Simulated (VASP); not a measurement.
# ZrO2 (Cubic zirconia) (Fm-3m) in VASP: notebook

ZrO2 (Cubic zirconia) is run at these levels: PBE; tasks: single point.

Program: VASP 6.6.1. These are calculated values, not measurements. Logs are shortened: lines on timing, memory, paths and dates and some standing lists are left out, and cuts for length are marked.

### 1 The cell of the first run

Symmetry: Fm-3m, No. 225, cubic system. The conventional cell has a = 4.967 Å, b = 4.967 Å, c = 4.967 Å, α = 90.00°, β = 90.00°, γ = 90.00°. Within 2.8 Å of Zr (site symmetry m-3m) lie 8 O at 2.15 Å. Within 2.8 Å of O (site symmetry -43m) lie 4 Zr at 2.15 Å and 6 O at 2.48 Å.

### 2 Single point, PBE

INCAR

```
  ALGO = Normal
  EDIFF = 1E-6
  ENCUT = 600
  GGA = PE
  GGA_COMPAT = False
  ISIF = 2
  ISMEAR = 0
  LASPH = True
  LCHARG = True
  LELF = True
  LREAL = False
  LVHAR = True
  LWAVE = False
  NBANDS = 19
  NELM = 120
  PREC = Accurate
  SIGMA = 0.01
```

KPOINTS

```
k-points
0
Gamma
  6 6 6
```

POSCAR

```
ZrO2
1.0
    0.0000000000      2.4832507856      2.4832507856
    2.4832507856      0.0000000000      2.4832507856
    2.4832507856      2.4832507856      0.0000000000
Zr O
1 2
Direct
    0.0000000000      0.0000000000      0.0000000000
    0.2500000000      0.2500000000      0.2500000000
    0.7500000000      0.7500000000      0.7500000000
```

Potentials or basis: VASP PAW PBE potentials, release 64 (Zr_sv, O).

Command:

```console
cat potpaw_PBE.64/Zr_sv/POTCAR potpaw_PBE.64/O/POTCAR > POTCAR
mpirun -np 1 vasp_std > vasp.out
```

OUTCAR:

```text
EDIFF = 1E-6
   ENCUT = 600
   GGA = PE
   ISIF = 2
   ISMEAR = 0
   LASPH = True
   LREAL = False
   NELM = 120
   PREC = Accurate

 ion  position               nearest neighbor table
   1  0.000  0.000  0.000-   3 2.15   3 2.15   3 2.15   2 2.15   3 2.15   2 2.15   2 2.15   2 2.15

   2  0.250  0.250  0.250-   1 2.15   1 2.15   1 2.15   1 2.15
   3  0.750  0.750  0.750-   1 2.15   1 2.15   1 2.15   1 2.15

  LATTYP: Found a face centered cubic cell.
 ALAT       =     4.9665015712

  Lattice vectors:

 A1 = (   0.0000000000,   2.4832507856,   2.4832507856)
 A2 = (   2.4832507856,   0.0000000000,   2.4832507856)
 A3 = (   2.4832507856,   2.4832507856,   0.0000000000)

Analysis of symmetry for initial positions (statically):
=====================================================================
 Subroutine PRICEL returns:
 Original cell was already a primitive cell.

 Routine SETGRP: Setting up the symmetry group for a
 face centered cubic supercell.

 Subroutine GETGRP returns: Found 48 space group operations
 (whereof 48 operations were pure point group operations)
 out of a pool of 48 trial point group operations.

The static configuration has the point symmetry O_h .

Analysis of symmetry for dynamics (positions and initial velocities):
=====================================================================
 Subroutine PRICEL returns:
 Original cell was already a primitive cell.

 Routine SETGRP: Setting up the symmetry group for a
 face centered cubic supercell.

 Subroutine GETGRP returns: Found 48 space group operations
 (whereof 48 operations were pure point group operations)
 out of a pool of 48 trial point group operations.

The dynamic configuration has the point symmetry O_h .

 Subroutine INISYM returns: Found 48 space group operations
 (whereof 48 operations are pure point group operations),
 and found     1 'primitive' translations

----------------------------------------------------------------------------------------

                                     Primitive cell

  volume of cell :      30.6261

  direct lattice vectors                    reciprocal lattice vectors
     0.000000000  2.483250786  2.483250786    -0.201348975  0.201348975  0.201348975
     2.483250786  0.000000000  2.483250786     0.201348975 -0.201348975  0.201348975
     2.483250786  2.483250786  0.000000000     0.201348975  0.201348975 -0.201348975

  length of vectors
     3.511846940  3.511846940  3.511846940     0.348746655  0.348746655  0.348746655

  position of ions in fractional coordinates (direct lattice)
     0.000000000  0.000000000  0.000000000
     0.250000000  0.250000000  0.250000000
     0.750000000  0.750000000  0.750000000

  ion indices of the primitive-cell ions
   primitive index   ion index
                 1           1
                 2           2
                 3           3

----------------------------------------------------------------------------------------

 KPOINTS: k-points

Automatic generation of k-mesh.
 Grid dimensions read from file:
 generate k-points for:    6    6    6

 Generating k-lattice:

  Cartesian coordinates                     Fractional coordinates (reciprocal lattice)
    -0.033558162  0.033558162  0.033558162     0.166666667  0.000000000  0.000000000
     0.033558162 -0.033558162  0.033558162     0.000000000  0.166666667  0.000000000
     0.033558162  0.033558162 -0.033558162     0.000000000  0.000000000  0.166666667

  Length of vectors
     0.058124442  0.058124442  0.058124442

  Shift w.r.t. Gamma in fractional coordinates (k-lattice)
     0.000000000  0.000000000  0.000000000

 Subroutine IBZKPT returns following result:
 ===========================================

 Found     16 irreducible k-points:

 Following reciprocal coordinates:
            Coordinates               Weight
  0.000000  0.000000  0.000000      1.000000
  0.166667  0.000000  0.000000      8.000000
  0.333333  0.000000  0.000000      8.000000
  0.500000  0.000000  0.000000      4.000000
  0.166667  0.166667  0.000000      6.000000
  0.333333  0.166667  0.000000     24.000000
[... 8 lines left out ...]
 -0.333333  0.333333  0.166667     24.000000
 -0.333333  0.500000  0.166667     12.000000
   k-points           NKPTS =     16   k-points in BZ     NKDIM =     16   number of bands    NBANDS=     19
   number of dos      NEDOS =    301   number of ions     NIONS =      3
   total plane-waves  NPLWV =  21952
   dimension x,y,z NGX =    28 NGY =   28 NGZ =   28
   dimension x,y,z NGXF=    56 NGYF=   56 NGZF=   56
   ions per type =               1   2
   NGX,Y,Z   is equivalent  to a cutoff of  13.25, 13.25, 13.25 a.u.
   NGXF,Y,Z  is equivalent  to a cutoff of  26.51, 26.51, 26.51 a.u.
 SYSTEM =  unknown system
   PREC   = accura    normal or accurate (medium, high low for compatibility)
   ISTART =      0    job   : 0-new  1-cont  2-samecut
   ICHARG =      2    charge: 1-file 2-atom 10-const
   ISPIN  =      1    spin polarized calculation?
   LNONCOLLINEAR =      F non collinear calculations
   LSORBIT =      F    spin-orbit coupling
   LASPH  =      T    aspherical Exc in radial PAW
   ENCUT  =  600.0 eV  44.10 Ry    6.64 a.u.   7.01  7.01  7.01*2*pi/ulx,y,z
   NELM   =    120;   NELMIN=  2; NELMDL= -5     # of ELM steps
   EDIFF  = 0.1E-05   stopping-criterion for ELM
   LREAL  =      F    real-space projection
   EDIFFG = 0.1E-04   stopping-criterion for IOM
   NSW    =      0    number of steps for IOM
   IBRION =     -1    ionic relax: 0-MD 1-quasi-New 2-CG
   NFREE  =      0    steps in history (QN), initial steepest desc. (CG)
   ISIF   =      2    stress and relaxation
   ISYM   =      2    0-nonsym 1-usesym 2-fastsym
   POTIM  = 0.5000    time-step for ionic-motion
   TEBEG  =    0.0;   TEEND  =   0.0 temperature during run
   PSTRESS=    0.0 pullay stress
   NELECT =      24.0000    total number of electrons
   NUPDOWN=      -1.0000    fix difference up-down
   EMIN   =  10.00;   EMAX   =-10.00  energy-range for DOS
   EFERMI =   0.00;   METHOD = LEGACY
   ISMEAR =     0;   SIGMA  =   0.01  broadening in eV -4-tet -1-fermi 0-gaus
   EFERMI_NEDOS =   21; number of points for ismear=-14 and -15
   IALGO  =     38    algorithm
   IMIX   =      4    mixing-type and parameters
     AMIX     =   0.40;   BMIX     =  1.00
     AMIX_MAG =   1.60;   BMIX_MAG =  1.00
  volume/ion in A,a.u.               =      10.21        68.89
  Fermi-wavevector in a.u.,A,eV,Ry     =   1.509320  2.852201 30.994710  2.278047
  Thomas-Fermi vector in A             =   2.619658
   LORBIT       =      0    0 simple, 1 ext, 2 COOP (PROOUT), +10 PAW based schemes
   GGA     = PE    functional components
   LHFCALC =     F    Hartree Fock is set to
   AEXX    =    0.0000 exact exchange contribution
   IVDW    =     0    specifies the selected vdW correction
   LEPSILON=     F    determine dielectric tensor
   LRPA    =     F    only Hartree local field effects (RPA)
 non-spin polarized calculation
 Gauss-broadening in eV      SIGMA  =   0.01
  energy-cutoff  :      600.00
  volume of cell :       30.63
 maximum number of plane-waves:      1034
   NGX = 13   NGY = 13   NGZ = 13

 number of electron      24.0000007 magnetization

 Free energy of the ion-electron system (eV)
  ---------------------------------------------------
  ext. energy  EPLUGINS =         0.00000000
  ---------------------------------------------------
  free energy    TOTEN  =       -28.35409955 eV

  energy without entropy =      -28.35409955  energy(sigma->0) =      -28.35409955

 E-fermi :   8.1683     XC(G=0): -12.1844

 val. band max:        8.0797871050   @ k =   0.5000   0.5000   0.0000
 cond. band min:      11.6325040601   @ k =   0.0000   0.0000   0.0000
 fundamental gap:      3.5527169551
 Fermi energy:         8.1683100365

 k-point     1 :       0.0000    0.0000    0.0000
  band No.  band energies     occupation
      1     -39.6650      2.00000
      2     -17.4913      2.00000
      3     -17.4913      2.00000
      4     -17.4913      2.00000
      5     -10.4709      2.00000
      6      -7.6423      2.00000
[... 11 lines left out ...]
     18      18.3706      0.00000
     19      23.0822      0.00000

 k-point     2 :       0.1667    0.0000    0.0000
  band No.  band energies     occupation
      1     -39.6478      2.00000
      2     -17.7600      2.00000
      3     -17.5154      2.00000
      4     -17.5154      2.00000
      5     -10.0222      2.00000
      6      -7.9391      2.00000
[... 11 lines left out ...]
     18      17.9389      0.00000
     19      22.6437      0.00000

 k-point     3 :       0.3333    0.0000    0.0000
  band No.  band energies     occupation
      1     -39.6132      2.00000
      2     -18.2292      2.00000
      3     -17.5631      2.00000
      4     -17.5631      2.00000
      5      -9.4575      2.00000
      6      -8.1036      2.00000
[... 11 lines left out ...]
     18      18.0811      0.00000
     19      22.3029      0.00000

 k-point     4 :       0.5000    0.0000    0.0000
  band No.  band energies     occupation
      1     -39.5957      2.00000
      2     -18.4388      2.00000
      3     -17.5866      2.00000
      4     -17.5866      2.00000
      5      -9.4667      2.00000
      6      -7.8456      2.00000
[... 231 lines left out ...]
     18      19.4568      0.00000
     19      23.8777      0.00000

 k-point    15 :      -0.3333    0.3333    0.1667
  band No.  band energies     occupation
      1     -39.5785      2.00000
      2     -18.2378      2.00000
      3     -18.0154      2.00000
      4     -17.6807      2.00000
      5      -8.6972      2.00000
      6      -8.3000      2.00000
[... 11 lines left out ...]
     18      19.9840      0.00000
     19      24.2612      0.00000

 k-point    16 :      -0.3333    0.5000    0.1667
  band No.  band energies     occupation
      1     -39.5728      2.00000
      2     -18.3353      2.00000
      3     -17.9449      2.00000
      4     -17.7345      2.00000
      5      -8.7432      2.00000
      6      -8.1604      2.00000
[... 11 lines left out ...]
     18      21.1898      0.00000
     19      23.8831      0.00000

------------------------ aborting loop because EDIFF is reached ----------------------------------------

  FORCE on cell =-STRESS in cart. coord.  units (eV):
  Direction    XX          YY          ZZ          XY          YZ          ZX
  --------------------------------------------------------------------------------------
  -------------------------------------------------------------------------------------
  Total        4.8721976      4.8721976      4.8721976     -0.0000000      0.0000000      0.0000000
  in kB      254.8846799    254.8846799    254.8846799     -0.0000000      0.0000000      0.0000000
  external PRESSURE =     254.8846799 kB  Pullay stress =       0.0000000 kB

 VOLUME and BASIS-vectors are now :
 -----------------------------------------------------------------------------
  energy-cutoff  :      600.00
  volume of cell :       30.63
      direct lattice vectors                 reciprocal lattice vectors
     0.000000000  2.483250786  2.483250786    -0.201348975  0.201348975  0.201348975
     2.483250786  0.000000000  2.483250786     0.201348975 -0.201348975  0.201348975
     2.483250786  2.483250786  0.000000000     0.201348975  0.201348975 -0.201348975

 POSITION                                       TOTAL-FORCE (eV/Angst)
 -----------------------------------------------------------------------------------
      0.00000      0.00000      0.00000         0.000000      0.000000      0.000000
      1.24163      1.24163      1.24163        -0.000000     -0.000000      0.000000
      3.72488      3.72488      3.72488         0.000000      0.000000     -0.000000
 -----------------------------------------------------------------------------------
    total drift:                                0.000000      0.000000      0.000000

  FREE ENERGIE OF THE ION-ELECTRON SYSTEM (eV)
  ---------------------------------------------------
  free  energy   TOTEN  =       -28.3540995534 eV

  energy  without entropy=      -28.3540995534  energy(sigma->0) =      -28.35409955
```

It took 17 s on 1 thread of Intel Xeon Platinum 8375C at 2.90GHz (Ice Lake), shared host; peak memory 0.16 GiB.

Results:

* Free energy: -28.3541 eV
* Pressure: 25.5 GPa
* Band gap on the k mesh: 3.55 eV, indirect (least direct gap 4.06 eV)

(Part 1 of 3 ends here.)
